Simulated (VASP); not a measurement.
# SiNi2 (P6_3/mmc) in VASP: a series of runs

SiNi2 is run at these levels: PBEsol; tasks: single point.

Program: VASP 6.6.1. These are calculated values, not measurements. Logs are shortened: lines on timing, memory, paths and dates and some standing lists are left out, and cuts for length are marked.

## (1) The cell of the first run

Symmetry: P6_3/mmc, No. 194, hexagonal system. Conventional cell: a = 3.810 Å, b = 3.810 Å, c = 5.064 Å, α = 90.00°, β = 90.00°, γ = 120.00°. Within 2.9 Å of Si (site symmetry -6m2) lie 11 Ni at 2.20 to 2.54 Å. Ni (site symmetry -3m) has 8 Ni at 2.53 to 2.54 Å and 6 Si at 2.54 Å within 3.3 Å. Ni (site symmetry -6m2) has 5 Si at 2.20 to 2.53 Å and 6 Ni at 2.54 Å within 2.9 Å.

## (2) Single point, PBEsol (strain -0.015 along x and y, +0.030 along z)

File INCAR:

```
SYSTEM = SiNi2
PREC = Accurate ; ENCUT = 520
EDIFF = 1E-6 ; ISMEAR = 0
SIGMA = 0.15 ; LREAL = .False.
LASPH = .True. ; NELM = 100
ALGO = Fast ; ISIF = 2
LWAVE = .False. ; LCHARG = .False.
GGA = PS ; NBANDS = 33
```

File KPOINTS:

```
Automatic mesh
0
Gamma
  12 12 10
  0 0 0
```

File POSCAR:

```
SiNi2
1.0
    3.8104366704      0.0000000000      0.0000000000
   -1.9052183352      3.2999349561      0.0000000000
    0.0000000000      0.0000000000      5.0644948378
Si Ni
2 4
Direct
    0.3333333333      0.6666666667      0.7500000000
    0.6666666667      0.3333333333      0.2500000000
    0.0000000000      0.0000000000      0.0000000000
    0.0000000000      0.0000000000      0.5000000000
    0.3333333333      0.6666666667      0.2500000000
    0.6666666667      0.3333333333      0.7500000000
```

Potentials or basis: VASP PAW PBE potentials, release 64 (Si, Ni).

Run with:

```console
$ cat potpaw_PBE.64/Si/POTCAR potpaw_PBE.64/Ni/POTCAR > POTCAR
$ mpirun -np 1 vasp_std > vasp.out
```

OUTCAR:

```text
SYSTEM = SiNi2
   PREC = Accurate
   ENCUT = 520
   EDIFF = 1E-6
   ISMEAR = 0
   LREAL = .False.
   LASPH = .True.
   NELM = 100
   ISIF = 2
   GGA = PS

 ion  position               nearest neighbor table
   1  0.333  0.667  0.750-   6 2.20   6 2.20   6 2.20   5 2.53   5 2.53   3 2.54   4 2.54   4 2.54
                             3 2.54   4 2.54   3 2.54
   2  0.667  0.333  0.250-   5 2.20   5 2.20   5 2.20   6 2.53   6 2.53   3 2.54   4 2.54   3 2.54
                             4 2.54   3 2.54   4 2.54
   3  0.000  0.000  0.000-   4 2.53   4 2.53   1 2.54   5 2.54   6 2.54   2 2.54   2 2.54   6 2.54
                             1 2.54   5 2.54   2 2.54   6 2.54   1 2.54   5 2.54
   4  0.000  0.000  0.500-   3 2.53   3 2.53   1 2.54   5 2.54   6 2.54   2 2.54   2 2.54   6 2.54
                             1 2.54   5 2.54   2 2.54   6 2.54   1 2.54   5 2.54
   5  0.333  0.667  0.250-   2 2.20   2 2.20   2 2.20   1 2.53   1 2.53   3 2.54   4 2.54   4 2.54
                             3 2.54   4 2.54   3 2.54
   6  0.667  0.333  0.750-   1 2.20   1 2.20   1 2.20   2 2.53   2 2.53   3 2.54   4 2.54   3 2.54
                             4 2.54   3 2.54   4 2.54

  LATTYP: Found a hexagonal cell.
 ALAT       =     3.8104366704
 C/A-ratio  =     1.3291114053

  Lattice vectors:

 A1 = (   3.8104366704,   0.0000000000,   0.0000000000)
 A2 = (  -1.9052183352,   3.2999349561,   0.0000000000)
 A3 = (   0.0000000000,   0.0000000000,   5.0644948378)

Analysis of symmetry for initial positions (statically):
=====================================================================
 Subroutine PRICEL returns:
 Original cell was already a primitive cell.

 Routine SETGRP: Setting up the symmetry group for a
 hexagonal supercell.

 Subroutine GETGRP returns: Found 24 space group operations
 (whereof 12 operations were pure point group operations)
 out of a pool of 24 trial point group operations.

The static configuration has the point symmetry D_3d.
 The point group associated with its full space group is D_6h.

Analysis of symmetry for dynamics (positions and initial velocities):
=====================================================================
 Subroutine PRICEL returns:
 Original cell was already a primitive cell.

 Routine SETGRP: Setting up the symmetry group for a
 hexagonal supercell.

 Subroutine GETGRP returns: Found 24 space group operations
 (whereof 12 operations were pure point group operations)
 out of a pool of 24 trial point group operations.

The dynamic configuration has the point symmetry D_3d.
 The point group associated with its full space group is D_6h.

 Subroutine INISYM returns: Found 24 space group operations
 (whereof 12 operations are pure point group operations),
 and found     1 'primitive' translations

----------------------------------------------------------------------------------------

                                     Primitive cell

  volume of cell :      63.6819

  direct lattice vectors                    reciprocal lattice vectors
     3.810436670  0.000000000  0.000000000     0.262437113  0.151518138  0.000000000
    -1.905218335  3.299934956  0.000000000     0.000000000  0.303036276  0.000000000
     0.000000000  0.000000000  5.064494838     0.000000000  0.000000000  0.197453059

  length of vectors
     3.810436670  3.810436670  5.064494838     0.303036276  0.303036276  0.197453059

  position of ions in fractional coordinates (direct lattice)
     0.333333333  0.666666667  0.750000000
     0.666666667  0.333333333  0.250000000
     0.000000000  0.000000000  0.000000000
     0.000000000  0.000000000  0.500000000
     0.333333333  0.666666667  0.250000000
     0.666666667  0.333333333  0.750000000

  ion indices of the primitive-cell ions
   primitive index   ion index
                 1           1
                 2           2
                 3           3
                 4           4
                 5           5
                 6           6

----------------------------------------------------------------------------------------

 KPOINTS: Automatic mesh

Automatic generation of k-mesh.
 Grid dimensions read from file:
 generate k-points for:   12   12   10

 Generating k-lattice:

  Cartesian coordinates                     Fractional coordinates (reciprocal lattice)
     0.021869759  0.012626511  0.000000000     0.083333333  0.000000000  0.000000000
     0.000000000  0.025253023  0.000000000     0.000000000  0.083333333  0.000000000
     0.000000000  0.000000000  0.019745306     0.000000000  0.000000000  0.100000000

  Length of vectors
     0.025253023  0.025253023  0.019745306

  Shift w.r.t. Gamma in fractional coordinates (k-lattice)
     0.000000000  0.000000000  0.000000000

 Subroutine IBZKPT returns following result:
 ===========================================

 Found    114 irreducible k-points:

 Following reciprocal coordinates:
            Coordinates               Weight
  0.000000  0.000000  0.000000      1.000000
  0.083333 -0.000000  0.000000      6.000000
  0.166667 -0.000000  0.000000      6.000000
  0.250000 -0.000000  0.000000      6.000000
  0.333333 -0.000000  0.000000      6.000000
  0.416667 -0.000000  0.000000      6.000000
[... 16 lines left out ...]
  0.250000 -0.000000  0.100000     12.000000
  0.333333 -0.000000  0.100000     12.000000
 [... further k-points ...]
   k-points           NKPTS =    114   k-points in BZ     NKDIM =    114   number of bands    NBANDS=     33
   number of dos      NEDOS =    301   number of ions     NIONS =      6
   total plane-waves  NPLWV =  31360
   dimension x,y,z NGX =    28 NGY =   28 NGZ =   40
   dimension x,y,z NGXF=    56 NGYF=   56 NGZF=   80
   ions per type =               2   4
   NGX,Y,Z   is equivalent  to a cutoff of  12.22, 12.22, 13.13 a.u.
   NGXF,Y,Z  is equivalent  to a cutoff of  24.43, 24.43, 26.26 a.u.
 SYSTEM =  SiNi2
   PREC   = accura    normal or accurate (medium, high low for compatibility)
   ISTART =      0    job   : 0-new  1-cont  2-samecut
   ICHARG =      2    charge: 1-file 2-atom 10-const
   ISPIN  =      1    spin polarized calculation?
   LNONCOLLINEAR =      F non collinear calculations
   LSORBIT =      F    spin-orbit coupling
   LASPH  =      T    aspherical Exc in radial PAW
   ENCUT  =  520.0 eV  38.22 Ry    6.18 a.u.   7.08  7.08  9.42*2*pi/ulx,y,z
   NELM   =    100;   NELMIN=  2; NELMDL= -5     # of ELM steps
   EDIFF  = 0.1E-05   stopping-criterion for ELM
   LREAL  =      F    real-space projection
   EDIFFG = 0.1E-04   stopping-criterion for IOM
   NSW    =      0    number of steps for IOM
   IBRION =     -1    ionic relax: 0-MD 1-quasi-New 2-CG
   NFREE  =      0    steps in history (QN), initial steepest desc. (CG)
   ISIF   =      2    stress and relaxation
   ISYM   =      2    0-nonsym 1-usesym 2-fastsym
   POTIM  = 0.5000    time-step for ionic-motion
   TEBEG  =    0.0;   TEEND  =   0.0 temperature during run
   PSTRESS=    0.0 pullay stress
   NELECT =      48.0000    total number of electrons
   NUPDOWN=      -1.0000    fix difference up-down
   EMIN   =  10.00;   EMAX   =-10.00  energy-range for DOS
   EFERMI =   0.00;   METHOD = LEGACY
   ISMEAR =     0;   SIGMA  =   0.15  broadening in eV -4-tet -1-fermi 0-gaus
   EFERMI_NEDOS =   21; number of points for ismear=-14 and -15
   IALGO  =     68    algorithm
   IMIX   =      4    mixing-type and parameters
     AMIX     =   0.40;   BMIX     =  1.00
     AMIX_MAG =   1.60;   BMIX_MAG =  1.00
  volume/ion in A,a.u.               =      10.61        71.62
  Fermi-wavevector in a.u.,A,eV,Ry     =   1.489875  2.815455 30.201225  2.219727
  Thomas-Fermi vector in A             =   2.602728
   LORBIT       =      0    0 simple, 1 ext, 2 COOP (PROOUT), +10 PAW based schemes
   GGA     = PS    functional components
   LHFCALC =     F    Hartree Fock is set to
   AEXX    =    0.0000 exact exchange contribution
   IVDW    =     0    specifies the selected vdW correction
   LEPSILON=     F    determine dielectric tensor
   LRPA    =     F    only Hartree local field effects (RPA)
 non-spin polarized calculation
 RMM-DIIS sequential band-by-band and
 Gauss-broadening in eV      SIGMA  =   0.15
  energy-cutoff  :      520.00
  volume of cell :       63.68
 maximum number of plane-waves:      1749
   NGX = 15   NGY = 15   NGZ = 19

 number of electron      47.9999988 magnetization

 Free energy of the ion-electron system (eV)
  ---------------------------------------------------
  ext. energy  EPLUGINS =         0.00000000
  ---------------------------------------------------
  free energy    TOTEN  =       -39.49762427 eV

  energy without entropy =      -39.45803772  energy(sigma->0) =      -39.47783100

 E-fermi :  11.3901     XC(G=0): -13.2156

 val. band max:       11.3892043501   @ k =   0.0833   0.0833   0.1000
 cond. band min:      11.3956834847   @ k =   0.1667   0.1667   0.3000
 fundamental gap:      0.0064791345
 Fermi energy:        11.3900766312

 k-point     1 :       0.0000    0.0000    0.0000
  band No.  band energies     occupation
      1      -1.3871      2.00000
      2       2.8533      2.00000
      3       4.6501      2.00000
      4       6.1758      2.00000
      5       6.1758      2.00000
      6       7.2993      2.00000
[... 25 lines left out ...]
     32      17.4311      0.00000
     33      19.7830      0.00000

 k-point     2 :       0.0833   -0.0000    0.0000
  band No.  band energies     occupation
      1      -1.2927      2.00000
      2       2.8839      2.00000
      3       4.7169      2.00000
      4       6.1586      2.00000
      5       6.2256      2.00000
      6       7.0199      2.00000
[... 25 lines left out ...]
     32      17.9764      0.00000
     33      19.1424      0.00000

 k-point     3 :       0.1667   -0.0000    0.0000
  band No.  band energies     occupation
      1      -1.0123      2.00000
      2       2.9584      2.00000
      3       4.9131      2.00000
      4       6.0586      2.00000
      5       6.3724      2.00000
      6       6.6096      2.00000
[... 25 lines left out ...]
     32      18.1725      0.00000
     33      18.8669      0.00000

 k-point     4 :       0.2500   -0.0000    0.0000
  band No.  band energies     occupation
      1      -0.5558      2.00000
      2       3.0160      2.00000
      3       5.2235      2.00000
      4       5.6235      2.00000
      5       6.3639      2.00000
      6       6.6083      2.00000
[... 25 lines left out ...]
     32      18.3909      0.00000
     33      18.5433      0.00000

 k-point     5 :       0.3333   -0.0000    0.0000
  band No.  band energies     occupation
      1       0.0565      2.00000
      2       2.9256      2.00000
      3       4.9499      2.00000
      4       5.6174      2.00000
      5       6.4117      2.00000
      6       6.9177      2.00000
[... 604 lines left out ...]
 k-point    22 :       0.1667   -0.0000    0.1000
  band No.  band energies     occupation
      1      -0.9557      2.00000
      2       2.7099      2.00000
      3       5.0610      2.00000
      4       6.1406      2.00000
      5       6.3848      2.00000
      6       6.5985      2.00000
[... 25 lines left out ...]
     32      18.0105      0.00000
     33      18.9800      0.00000

 k-point    23 :       0.2500   -0.0000    0.1000
  band No.  band energies     occupation
      1      -0.5005      2.00000
      2       2.8490      2.00000
      3       5.1149      2.00000
      4       5.8123      2.00000
      5       6.4274      2.00000
      6       6.6189      2.00000
[... 25 lines left out ...]
     32      18.2635      0.00000
     33      18.9295      0.00000

 k-point    24 :       0.3333   -0.0000    0.1000
  band No.  band energies     occupation
      1       0.1097      2.00000
      2       2.8608      2.00000
      3       4.8050      2.00000
      4       5.6282      2.00000
      5       6.5788      2.00000
      6       6.9255      2.00000
[... 25 lines left out ...]
     32      18.3574      0.00000
     33      20.1305      0.00000

 [... further k-points ...]

------------------------ aborting loop because EDIFF is reached ----------------------------------------

  FORCE on cell =-STRESS in cart. coord.  units (eV):
  Direction    XX          YY          ZZ          XY          YZ          ZX
  --------------------------------------------------------------------------------------
  -------------------------------------------------------------------------------------
  Total        2.4359278      2.4359278     -2.2630627      0.0000000      0.0000000     -0.0000000
  in kB       61.2856416     61.2856416    -56.9365195      0.0000000      0.0000000     -0.0000000
  external PRESSURE =      21.8782545 kB  Pullay stress =       0.0000000 kB

 VOLUME and BASIS-vectors are now :
 -----------------------------------------------------------------------------
  energy-cutoff  :      520.00
  volume of cell :       63.68
      direct lattice vectors                 reciprocal lattice vectors
     3.810436670  0.000000000  0.000000000     0.262437113  0.151518138  0.000000000
    -1.905218335  3.299934956  0.000000000     0.000000000  0.303036276  0.000000000
     0.000000000  0.000000000  5.064494838     0.000000000  0.000000000  0.197453059

 POSITION                                       TOTAL-FORCE (eV/Angst)
 -----------------------------------------------------------------------------------
     -0.00000      2.19996      3.79837         0.000000      0.000000      0.000000
      1.90522      1.09998      1.26612         0.000000     -0.000000      0.000000
      0.00000      0.00000      0.00000        -0.000000      0.000000      0.000000
      0.00000      0.00000      2.53225        -0.000000      0.000000      0.000000
     -0.00000      2.19996      1.26612         0.000000     -0.000000      0.000000
      1.90522      1.09998      3.79837        -0.000000      0.000000      0.000000
 -----------------------------------------------------------------------------------
    total drift:                                0.000000     -0.000000     -0.000000

  FREE ENERGIE OF THE ION-ELECTRON SYSTEM (eV)
  ---------------------------------------------------
  free  energy   TOTEN  =       -39.4976242695 eV

  energy  without entropy=      -39.4580377245  energy(sigma->0) =      -39.47783100
```

Wall time 2.2 min (1 thread of AMD EPYC 9R45 (Zen 5), shared host); peak memory 0.27 GiB.

What came out:

| Property | Result |
| --- | --- |
| Free energy | -39.4976 eV |
| Pressure | 2.2 GPa |
| Band gap on the k mesh | zero (bands 24 and 25 overlap by 3.75 eV) |

Levels at points of the mesh, in eV from the Fermi level:
```csv
k point,band 21,band 22,band 23,band 24,band 25,band 26,band 27,band 28
"(0.00, 0.00, 0.00)",-0.62,-0.62,-0.01,3.05,3.05,3.12,3.13,3.13
"(0.50, 0.00, 0.00)",-1.52,-1.22,-1.05,-0.71,-0.64,1.15,1.91,3.29
"(0.00, 0.00, 0.50)",-1.28,-1.28,2.12,2.12,3.51,3.51,3.51,3.51
"(0.50, 0.00, 0.50)",-1.29,-1.29,-0.97,-0.97,1.00,1.00,3.18,3.18
```

Caveat: the cell differs from its parent crystal (strain -0.015 along x and y, +0.030 along z); the PAW data sets were made with another functional, which shifts forces and pressure a little. Spin polarisation is off, so any magnetic state and its effect on volume and gap are missing.

## (3) Single point, PBEsol (strain +0.015 along x and y, -0.030 along z)

File INCAR:

```
  PREC = Accurate
  ENCUT = 520
  EDIFF = 1E-6
  ISMEAR = 0
  SIGMA = 0.15
  LREAL = F
  LASPH = T
  NELM = 100
  ALGO = Fast
  ISIF = 2
  LWAVE = F
  LCHARG = T
  GGA = PS
  LELF = T
  LVHAR = T
  NBANDS = 33
```

File KPOINTS:

```
Automatic mesh
0
Gamma
  12 12 10
```

Edit POSCAR of step 2 so:

```diff
@@ -2,5 +2,5 @@
 1.0
-    3.8104366704      0.0000000000      0.0000000000
-   -1.9052183352      3.2999349561      0.0000000000
-    0.0000000000      0.0000000000      5.0644948378
+    3.9264905792      0.0000000000      0.0000000000
+   -1.9632452896      3.4004405893      0.0000000000
+    0.0000000000      0.0000000000      4.7694757210
 Si Ni
```

Potentials or basis: VASP PAW PBE potentials, release 64 (Si, Ni).

Run with:

```console
$ cat potpaw_PBE.64/Si/POTCAR potpaw_PBE.64/Ni/POTCAR > POTCAR
$ mpirun -np 1 vasp_std > vasp.out
```

Run time: 2.3 min. Hardware: 1 thread of AMD EPYC 9R45 (Zen 5), shared host; peak memory 0.28 GiB.

Results (log left out):

```
Free energy            : -39.4921 eV
Pressure               : -0.1 GPa
Band gap on the k mesh : zero (bands 24 and 25 overlap by 2.98 eV)
```

Stress tensor (GPa, compression positive):
```
-4.67  0.00  0.00
 0.00 -4.67  0.00
 0.00  0.00  9.16
```

Levels at points of the mesh, in eV from the Fermi level:
```tsv
k point	band 22	band 23	band 24	band 25	band 26	band 27
(0.00, 0.00, 0.00)	-0.67	0.29	2.42	2.47	2.47	2.64
(0.50, 0.00, 0.00)	-1.21	-1.05	-0.70	-0.50	1.31	1.81
(0.00, 0.00, 0.50)	-1.29	2.11	2.11	3.16	3.16	3.16
(0.50, 0.00, 0.50)	-1.31	-0.90	-0.90	0.95	0.95	2.72
```

Caveat: the cell differs from its parent crystal (strain +0.015 along x and y, -0.030 along z); the PAW data sets were made with another functional, which shifts forces and pressure a little. Spin polarisation is off, so any magnetic state and its effect on volume and gap are missing.
